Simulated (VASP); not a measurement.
A run of VASP 6.6.1:

The input INCAR:

```
SYSTEM = Pb
PREC = Accurate ; ENCUT = 520
EDIFF = 1E-6 ; ISMEAR = -1
SIGMA = 0.08 ; LREAL = .FALSE.
LASPH = .TRUE. ; NELM = 100
ALGO = Normal ; ISIF = 2
LWAVE = .FALSE. ; LCHARG = .FALSE.
GGA = PS ; NBANDS = 21
```

File KPOINTS:

```
Automatic mesh
0
G
  16 16 10
  0 0 0
```

The input POSCAR:

```
Pb
1.0
    3.4348124975      0.0000000000      0.0000000000
   -1.7174062487      2.9746348800      0.0000000000
    0.0000000000      0.0000000000      5.7321446423
Pb
2
Direct
    0.3333333333      0.6666666667      0.2500000000
    0.6666666667      0.3333333333      0.7500000000
```

Potentials or basis: VASP PAW PBE potentials, release 64 (Pb_d).

Launch:

```console
$ cat potpaw_PBE.64/Pb_d/POTCAR > POTCAR
$ mpirun -np 1 vasp_std > vasp.out
```

Hardware: 1 thread of Intel(R) Xeon(R) Platinum 8259CL CPU @ 2.50GHz (Skylake/Cascade Lake), with other jobs on the host.

Problem. How long does it take, and how much memory?

Solution. Run time: 3.7 min on 1 thread of Intel(R) Xeon(R) Platinum 8259CL CPU @ 2.50GHz (Skylake/Cascade Lake) (shared host), peak memory 0.3 GiB. Counts: scf iterations 10, k points 180.
